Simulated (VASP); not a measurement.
# Ga2O3 (P-3m1) in VASP: notebook

Ga2O3 is run at these levels: PBEsol, r2SCAN+rVV10; tasks: single point, relaxation of cell and atoms.

Everything below comes from runs of VASP 6.6.1. Logs are shortened: lines on timing, memory, paths and dates and some standing lists are left out, and cuts for length are marked.

## Step 1: The cell of the first run

Symmetry: P-3m1, No. 164, trigonal system. The conventional cell has a = 2.993 Å, b = 2.993 Å, c = 6.970 Å, α = 90.00°, β = 90.00°, γ = 120.00°. Ga (site symmetry 3m) has 6 O at 1.88 to 2.22 Å within 2.5 Å. Within 2.9 Å of O (site symmetry -3m) lie 6 Ga at 2.22 Å and 6 O at 2.74 Å. Within 2.5 Å of O (site symmetry 3m) lie 3 Ga at 1.88 Å.

## Step 2: Single point, PBEsol

Contents of INCAR:

```
SYSTEM = Ga2O3
  ALGO = Normal
  EDIFF = 1E-6
  ENCUT = 520
  GGA = PS
  ISIF = 2
  ISMEAR = -1
  LASPH = .TRUE.
  LCHARG = .FALSE.
  LREAL = .FALSE.
  LWAVE = .FALSE.
  NBANDS = 30
  NELM = 100
  PREC = Accurate
  SIGMA = 0.03
```

Contents of KPOINTS:

```
k-points
0
G
  9 9 4
  0 0 0
```

Contents of POSCAR:

```
Ga2O3
1.0
    2.9931257112      0.0000000000      0.0000000000
   -1.4965628556      2.5921229026      0.0000000000
    0.0000000000      0.0000000000      6.9697886295
Ga O
2 3
Direct
    0.3333333333      0.6666666667      0.2001488891
    0.6666666667      0.3333333333      0.7998511109
    0.0000000000      0.0000000000      0.0000000000
    0.3333333333      0.6666666667      0.6949420411
    0.6666666667      0.3333333333      0.3050579589
```

Potentials or basis: VASP PAW PBE potentials, release 64 (Ga_d, O).

The run is started by

```bash
cat potpaw_PBE.64/Ga_d/POTCAR potpaw_PBE.64/O/POTCAR > POTCAR
mpirun -np 1 vasp_std > vasp.out
```

OUTCAR:

```text
SYSTEM = Ga2O3
   EDIFF = 1E-6
   ENCUT = 520
   GGA = PS
   ISIF = 2
   ISMEAR = -1
   LASPH = .TRUE.
   LREAL = .FALSE.
   NELM = 100
   PREC = Accurate

 ion  position               nearest neighbor table
   1  0.333  0.667  0.200-   5 1.88   5 1.88   5 1.88   3 2.22   3 2.22   3 2.22
   2  0.667  0.333  0.800-   4 1.88   4 1.88   4 1.88   3 2.22   3 2.22   3 2.22
   3  0.000  0.000  0.000-   1 2.22   2 2.22   1 2.22   2 2.22   2 2.22   1 2.22
   4  0.333  0.667  0.695-   2 1.88   2 1.88   2 1.88
   5  0.667  0.333  0.305-   1 1.88   1 1.88   1 1.88

  LATTYP: Found a hexagonal cell.
 ALAT       =     2.9931257112
 C/A-ratio  =     2.3285986965

  Lattice vectors:

 A1 = (   2.9931257112,   0.0000000000,   0.0000000000)
 A2 = (  -1.4965628556,   2.5921229026,   0.0000000000)
 A3 = (   0.0000000000,   0.0000000000,   6.9697886295)

Analysis of symmetry for initial positions (statically):
=====================================================================
 Subroutine PRICEL returns:
 Original cell was already a primitive cell.

 Routine SETGRP: Setting up the symmetry group for a
 hexagonal supercell.

 Subroutine GETGRP returns: Found 12 space group operations
 (whereof 12 operations were pure point group operations)
 out of a pool of 24 trial point group operations.

The static configuration has the point symmetry D_3d.

Analysis of symmetry for dynamics (positions and initial velocities):
=====================================================================
 Subroutine PRICEL returns:
 Original cell was already a primitive cell.

 Routine SETGRP: Setting up the symmetry group for a
 hexagonal supercell.

 Subroutine GETGRP returns: Found 12 space group operations
 (whereof 12 operations were pure point group operations)
 out of a pool of 24 trial point group operations.

The dynamic configuration has the point symmetry D_3d.

 Subroutine INISYM returns: Found 12 space group operations
 (whereof 12 operations are pure point group operations),
 and found     1 'primitive' translations

----------------------------------------------------------------------------------------

                                     Primitive cell

  volume of cell :      54.0755

  direct lattice vectors                    reciprocal lattice vectors
     2.993125711  0.000000000  0.000000000     0.334098897  0.192892088  0.000000000
    -1.496562856  2.592122903  0.000000000     0.000000000  0.385784177  0.000000000
     0.000000000  0.000000000  6.969788629     0.000000000  0.000000000  0.143476374

  length of vectors
     2.993125711  2.993125711  6.969788629     0.385784177  0.385784177  0.143476374

  position of ions in fractional coordinates (direct lattice)
     0.333333333  0.666666667  0.200148889
     0.666666667  0.333333333  0.799851111
     0.000000000  0.000000000  0.000000000
     0.333333333  0.666666667  0.694942041
     0.666666667  0.333333333  0.305057959

  ion indices of the primitive-cell ions
   primitive index   ion index
                 1           1
                 2           2
                 3           3
                 4           4
                 5           5

----------------------------------------------------------------------------------------

 KPOINTS: k-points

Automatic generation of k-mesh.
 Grid dimensions read from file:
 generate k-points for:    9    9    4

 Generating k-lattice:

  Cartesian coordinates                     Fractional coordinates (reciprocal lattice)
     0.037122100  0.021432454  0.000000000     0.111111111  0.000000000  0.000000000
     0.000000000  0.042864909  0.000000000     0.000000000  0.111111111  0.000000000
     0.000000000  0.000000000  0.035869093     0.000000000  0.000000000  0.250000000

  Length of vectors
     0.042864909  0.042864909  0.035869093

  Shift w.r.t. Gamma in fractional coordinates (k-lattice)
     0.000000000  0.000000000  0.000000000

 Subroutine IBZKPT returns following result:
 ===========================================

 Found     43 irreducible k-points:

 Following reciprocal coordinates:
            Coordinates               Weight
  0.000000  0.000000  0.000000      1.000000
  0.111111  0.000000  0.000000      6.000000
  0.222222 -0.000000  0.000000      6.000000
  0.333333  0.000000  0.000000      6.000000
  0.444444 -0.000000  0.000000      6.000000
  0.111111  0.111111  0.000000      6.000000
[... 16 lines left out ...]
  0.222222  0.111111  0.250000     12.000000
 -0.111111  0.333333  0.250000     12.000000
 [... further k-points ...]
   k-points           NKPTS =     43   k-points in BZ     NKDIM =     43   number of bands    NBANDS=     30
   number of dos      NEDOS =    301   number of ions     NIONS =      5
   total plane-waves  NPLWV =  31104
   dimension x,y,z NGX =    24 NGY =   24 NGZ =   54
   dimension x,y,z NGXF=    48 NGYF=   48 NGZF=  108
   ions per type =               2   3
   NGX,Y,Z   is equivalent  to a cutoff of  13.33, 13.33, 12.88 a.u.
[... 44 lines left out ...]

 Free energy of the ion-electron system (eV)
  ---------------------------------------------------
  ext. energy  EPLUGINS =         0.00000000
  ---------------------------------------------------
  free energy    TOTEN  =       -31.17368168 eV

  energy without entropy =      -31.17368168  energy(sigma->0) =      -31.17368168

 E-fermi :   3.8560     XC(G=0): -11.6035

 val. band max:        3.2577469123   @ k =   0.0000   0.0000   0.0000
 cond. band min:       5.7111368379   @ k =   0.0000   0.0000   0.0000
 fundamental gap:      2.4533899256
 Fermi energy:         3.8560306291

 k-point     1 :       0.0000    0.0000    0.0000
  band No.  band energies     occupation
      1     -15.6782      2.00000
      2     -14.8306      2.00000
      3     -13.5463      2.00000
      4      -9.6779      2.00000
      5      -9.6779      2.00000
      6      -9.6279      2.00000
[... 22 lines left out ...]
     29      15.5978      0.00000
     30      17.3520      0.00000

 k-point     2 :       0.1111    0.0000    0.0000
  band No.  band energies     occupation
      1     -15.5355      2.00000
      2     -14.7469      2.00000
      3     -13.5625      2.00000
      4      -9.6455      2.00000
      5      -9.6375      2.00000
      6      -9.6293      2.00000
[... 22 lines left out ...]
     29      15.8991      0.00000
     30      16.2266      0.00000

 k-point     3 :       0.2222   -0.0000    0.0000
  band No.  band energies     occupation
      1     -15.1474      2.00000
      2     -14.5387      2.00000
      3     -13.6025      2.00000
      4      -9.6136      2.00000
      5      -9.5744      2.00000
      6      -9.5405      2.00000
[... 22 lines left out ...]
     29      15.6338      0.00000
     30      16.5500      0.00000

 k-point     4 :       0.3333    0.0000    0.0000
  band No.  band energies     occupation
      1     -14.6453      2.00000
      2     -14.3131      2.00000
      3     -13.6431      2.00000
      4      -9.5670      2.00000
      5      -9.5347      2.00000
      6      -9.4890      2.00000
[... 22 lines left out ...]
     29      15.5134      0.00000
     30      16.6387      0.00000

 k-point     5 :       0.4444   -0.0000    0.0000
  band No.  band energies     occupation
      1     -14.2705      2.00000
      2     -14.1784      2.00000
      3     -13.6624      2.00000
      4      -9.5548      2.00000
      5      -9.5333      2.00000
      6      -9.5238      2.00000
[... 22 lines left out ...]
     29      15.5831      0.00000
     30      16.7881      0.00000
[... 526 lines left out ...]
     29      15.7167      0.00000
     30      16.7415      0.00000

 k-point    22 :       0.1111    0.1111    0.2500
  band No.  band energies     occupation
      1     -15.2405      2.00000
      2     -14.6566      2.00000
      3     -13.5629      2.00000
      4      -9.6300      2.00000
      5      -9.5834      2.00000
      6      -9.5698      2.00000
[... 22 lines left out ...]
     29      16.1018      0.00000
     30      16.6529      0.00000

 k-point    23 :       0.2222    0.1111    0.2500
  band No.  band energies     occupation
      1     -14.7944      2.00000
      2     -14.4300      2.00000
      3     -13.6112      2.00000
      4      -9.5849      2.00000
      5      -9.5190      2.00000
      6      -9.4970      2.00000
[... 22 lines left out ...]
     29      15.9340      0.00000
     30      16.2847      0.00000

 k-point    24 :      -0.1111    0.3333    0.2500
  band No.  band energies     occupation
      1     -14.7976      2.00000
      2     -14.4244      2.00000
      3     -13.6138      2.00000
      4      -9.5834      2.00000
      5      -9.5177      2.00000
      6      -9.4971      2.00000
[... 22 lines left out ...]
     29      16.0364      0.00000
     30      16.3813      0.00000

 [... further k-points ...]

------------------------ aborting loop because EDIFF is reached ----------------------------------------

  FORCE on cell =-STRESS in cart. coord.  units (eV):
  Direction    XX          YY          ZZ          XY          YZ          ZX
  --------------------------------------------------------------------------------------
  -------------------------------------------------------------------------------------
  Total        0.2374249      0.2374249      0.0778772      0.0000000      0.0000000      0.0000000
  in kB        7.0345573      7.0345573      2.3073874      0.0000000      0.0000000      0.0000000
  external PRESSURE =       5.4588340 kB  Pullay stress =       0.0000000 kB

 VOLUME and BASIS-vectors are now :
 -----------------------------------------------------------------------------
  energy-cutoff  :      520.00
  volume of cell :       54.08
      direct lattice vectors                 reciprocal lattice vectors
     2.993125711  0.000000000  0.000000000     0.334098897  0.192892088  0.000000000
    -1.496562856  2.592122903  0.000000000     0.000000000  0.385784177  0.000000000
     0.000000000  0.000000000  6.969788629     0.000000000  0.000000000  0.143476374

 POSITION                                       TOTAL-FORCE (eV/Angst)
 -----------------------------------------------------------------------------------
     -0.00000      1.72808      1.39500         0.000000      0.000000      0.070796
      1.49656      0.86404      5.57479        -0.000000      0.000000     -0.070796
      0.00000      0.00000      0.00000        -0.000000      0.000000      0.000000
     -0.00000      1.72808      4.84360        -0.000000     -0.000000      0.014436
      1.49656      0.86404      2.12619        -0.000000      0.000000     -0.014436
 -----------------------------------------------------------------------------------
    total drift:                                0.000000     -0.000000      0.000000

  FREE ENERGIE OF THE ION-ELECTRON SYSTEM (eV)
  ---------------------------------------------------
  free  energy   TOTEN  =       -31.1736816846 eV

  energy  without entropy=      -31.1736816845  energy(sigma->0) =      -31.17368168
```

Wall time 52 s (1 thread of Intel Xeon 6975P-C, shared host); peak memory 0.21 GiB.

Results:

```yaml
Free_energy: -31.1737 eV
Pressure: 0.5 GPa
Largest_force: 0.071 eV/Å
Band_gap_on_the_k_mesh: 2.45 eV, direct
```

Forces in eV/Å, atoms in the order of the input:
```
Ga   0.000  0.000  0.071
Ga   0.000  0.000 -0.071
O    0.000  0.000  0.000
O    0.000  0.000  0.014
O    0.000  0.000 -0.014
```

Levels at points of the mesh, in eV from the valence-band top:
```
           k point  band 18  band 19  band 20  band 21  band 22  band 23  band 24  band 25  band 26  band 27
(0.00, 0.00, 0.00)    -1.01    -1.01    -0.84    -0.84     0.00     2.45     5.58     6.43    11.23    12.30
(0.00, 0.00, 0.50)    -1.06    -0.95    -0.95    -0.87    -0.87     3.39     4.96     6.46    10.83    12.24
```

Caveat: the PAW data sets were made with another functional, which shifts forces and pressure a little. A hybrid or GW would open this gap; PBEsol tends to underestimate it.

## Step 3: Relaxation of cell and atoms, PBEsol

This run uses another cell than the first one, of 8.47 Å³/atom, 0.783 times its volume.

Contents of INCAR:

```
PREC = Accurate
ENCUT = 600
EDIFF = 1E-7
ISMEAR = -1
SIGMA = 0.03
LREAL = F
LASPH = T
NELM = 80
ALGO = Normal
ISIF = 3
LWAVE = F
LCHARG = F
GGA = PS
IBRION = 2
NSW = 100
EDIFFG = -0.01
```

Contents of KPOINTS:

```
regular mesh
0
Gamma
  9 9 4
```

Contents of POSCAR:

```
Ga2O3
1.0
    3.1528727000      0.0000000000      0.0000000000
   -1.5764363500      2.7304678531      0.0000000000
    0.0000000000      0.0000000000      4.9184814120
Ga O
2 3
Direct
    0.3333333333      0.6666666667      0.2450000000
    0.6666666667      0.3333333333      0.7550000000
    0.0000000000      0.0000000000      0.0000000000
    0.3333333333      0.6666666667      0.6450000000
    0.6666666667      0.3333333333      0.3550000000
```

Potentials or basis: VASP PAW PBE potentials, release 64 (Ga_d, O).

The run is started by

```bash
cat potpaw_PBE.64/Ga_d/POTCAR potpaw_PBE.64/O/POTCAR > POTCAR
mpirun -np 1 vasp_std > vasp.out
```

It took 13 min on 1 thread of Intel Xeon 6975P-C, shared host; peak memory 0.22 GiB.

Results (log left out):

| Property | Result |
| --- | --- |
| Free energy | -31.0310 eV |
| Relaxed volume | 10.02 Å³/atom |
| Relaxed cell | a = 3.018 Å, b = 3.018 Å, c = 6.353 Å, α = 90.00°, β = 90.00°, γ = 120.00° |
| Space group after relaxing (to 0.05 Å) | P-3m1 (No. 164) |
| Energy gained by relaxing | 315.4 meV/atom |
| Ionic steps | 21 |
| Pressure after relaxing | 0.0 GPa |
| Largest force after relaxing | 0.005 eV/Å |
| Band gap on the k mesh | 1.95 eV, direct |

Forces on the atoms (eV/Å):
```
Ga   0.000  0.000  0.005
Ga   0.000  0.000 -0.005
O    0.000  0.000  0.000
O    0.000  0.000 -0.003
O    0.000  0.000  0.003
```

Stress tensor (GPa, compression positive):
```
 0.07  0.00  0.00
 0.00  0.07  0.00
 0.00  0.00 -0.05
```

Step by step:
```csv
step,energy change (eV),largest force (eV/Å),pressure (GPa),volume (Å³)
1,0.0000,1.8197,32.45,42.34
2,-0.6142,0.1917,-18.64,53.63
3,-0.8324,0.1490,-5.91,49.11
4,-1.1503,0.9310,0.13,48.28
5,-1.2017,1.7111,5.35,47.69
6,-1.3846,1.4448,3.22,48.39
7,-1.4592,1.0906,1.35,48.97
8,-1.5168,0.5261,-1.26,49.32
9,-1.5189,0.5997,-1.82,49.40
10,-1.5417,0.3212,0.86,48.98
11,-1.5457,0.1367,2.78,48.70
12,-1.5628,0.0827,1.23,49.32
13,-1.5699,0.1724,-0.87,50.22
14,-1.5761,0.0828,-0.16,50.20
15,-1.5765,0.0632,0.06,50.20
16,-1.5767,0.0197,-0.32,50.23
17,-1.5767,0.0235,-0.35,50.23
18,-1.5769,0.0142,-0.08,50.16
19,-1.5769,0.0101,0.02,50.13
20,-1.5769,0.0107,-0.01,50.13
21,-1.5769,0.0051,0.03,50.12
```

Final structure:
```
Ga O
1.0
     3.01836    0.00000    0.00000
    -1.50918    2.61398    0.00000
     0.00000    0.00000    6.35278
Ga O
2 3
Direct
  0.33333 0.66667 0.21683
  0.66667 0.33333 0.78317
  0.00000 0.00000 0.00000
  0.33333 0.66667 0.67384
  0.66667 0.33333 0.32616
```

Levels at points of the mesh, in eV from the valence-band top:
```csv
k point,band 19,band 20,band 21,band 22,band 23,band 24,band 25,band 26
"(0.00, 0.00, 0.00)",-1.47,-1.30,-1.30,0.00,1.95,5.33,6.19,10.89
"(0.00, 0.00, 0.50)",-1.41,-1.41,-1.34,-1.34,3.40,4.67,5.85,11.47
```

Caveat: the volume moved by over 15 % at a fixed basis, so the end points are rough; the PAW data sets were made with another functional, which shifts forces and pressure a little.

## Step 4: Single point, r2SCAN+rVV10

This run uses another cell than the first one, of 10.29 Å³/atom, 0.951 times its volume.

Contents of POSCAR:

```
Ga2O3
1.0
    2.9885512174      0.0000000000      0.0000000000
   -1.4942756087      2.5881612748      0.0000000000
    0.0000000000      0.0000000000      6.6512624884
Ga O
2 3
Direct
    0.3333333333      0.6666666667      0.2092391039
    0.6666666667      0.3333333333      0.7907608961
    0.0000000000      0.0000000000      0.0000000000
    0.3333333333      0.6666666667      0.6836628330
    0.6666666667      0.3333333333      0.3163371670
```

Contents of INCAR.step1:

```
SYSTEM = Ga2O3
ALGO = Normal
EDIFF = 1E-4
ENCUT = 520
GGA = PE
ISMEAR = -1
LASPH = .TRUE.
LCHARG = .FALSE.
LREAL = .FALSE.
LWAVE = .TRUE.
NBANDS = 30
NELM = 60
PREC = Accurate
SIGMA = 0.03
```

Contents of INCAR.step2:

```
SYSTEM = Ga2O3
ALGO = Normal
BPARAM = 11.95
CPARAM = 0.0093
EDIFF = 1E-7
ENCUT = 520
ISIF = 2
ISMEAR = -1
ISTART = 1
IVDW_NL = 2
LASPH = .TRUE.
LCHARG = .TRUE.
LELF = .TRUE.
LMIXTAU = .TRUE.
LREAL = .FALSE.
LUSE_VDW = .TRUE.
LVHAR = .TRUE.
LWAVE = .FALSE.
METAGGA = R2SCAN
NBANDS = 30
NELM = 60
PREC = Accurate
SIGMA = 0.03
```

Contents of KPOINTS:

```
k-points
0
G
  12 12 4
  0 0 0
```

The run is started by

```bash
cat potpaw_PBE.64/Ga_d/POTCAR potpaw_PBE.64/O/POTCAR > POTCAR
cp INCAR.step1 INCAR
mpirun -np 1 vasp_std > vasp.out
cp INCAR.step2 INCAR
mpirun -np 1 vasp_std > vasp.out
```

It took 6.4 min on 1 thread of Intel Xeon 6975P-C, shared host; peak memory 0.35 GiB.

Results (log left out):

- Free energy: -49.0547 eV
- Pressure: 1.9 GPa
- Largest force: 0.111 eV/Å
- Band gap on the k mesh: 2.94 eV, direct

Forces on the atoms (eV/Å):
```
Ga   0.000  0.000 -0.039
Ga   0.000  0.000  0.039
O    0.000  0.000  0.000
O    0.000  0.000 -0.111
O    0.000  0.000  0.111
```

Stress tensor (GPa, compression positive):
```
2.51 0.00 0.00
0.00 2.51 0.00
0.00 0.00 0.79
```

Levels at points of the mesh, in eV from the valence-band top:
```csv
k point,band 20,band 21,band 22,band 23,band 24,band 25
"(0.00, 0.00, 0.00)",-1.04,-1.04,0.00,2.94,6.33,7.22
"(0.50, 0.00, 0.00)",-1.63,-0.94,-0.86,4.94,8.35,8.82
"(0.00, 0.00, 0.50)",-1.12,-1.09,-1.09,4.08,5.59,7.15
"(0.50, 0.00, 0.50)",-2.03,-0.83,-0.35,5.24,8.11,8.15
```

Caveat: the PAW data sets were made with another functional, which shifts forces and pressure a little. r2SCAN opens gaps a little over a GGA but as a rule still falls short of measured ones.

## Step 5: The runs side by side

```csv
task,level,cell,k mesh,cutoff (eV),gap on the mesh (eV),pressure (GPa),largest force (eV/Å)
single point,PBEsol,"a = 2.993, b = 2.993, c = 6.970 Å, angles 90.0, 90.0, 120.0°, 5 atoms",9 × 9 × 4,520,2.45,0.5,0.07
relaxation of cell and atoms,PBEsol,"relaxed from a = 3.153, b = 3.153, c = 4.918 Å, angles 90.0, 90.0, 120.0°, 5 atoms",9 × 9 × 4,600,1.95,0.0,0.01
single point,r2SCAN+rVV10,"a = 2.989, b = 2.989, c = 6.651 Å, angles 90.0, 90.0, 120.0°, 5 atoms",12 × 12 × 4,520,2.94,1.9,0.11
```

Alike in all rows: potentials or basis VASP PAW PBE potentials, release 64 (Ga_d, O); no spin polarisation; smearing fermi-dirac 0.03 eV.

Caveats: the PAW data sets were made with another functional, which shifts forces and pressure a little; the volume moved by over 15 % at a fixed basis, so the end points are rough (some runs).

Absolute energies hang on the potentials; compare differences alone.
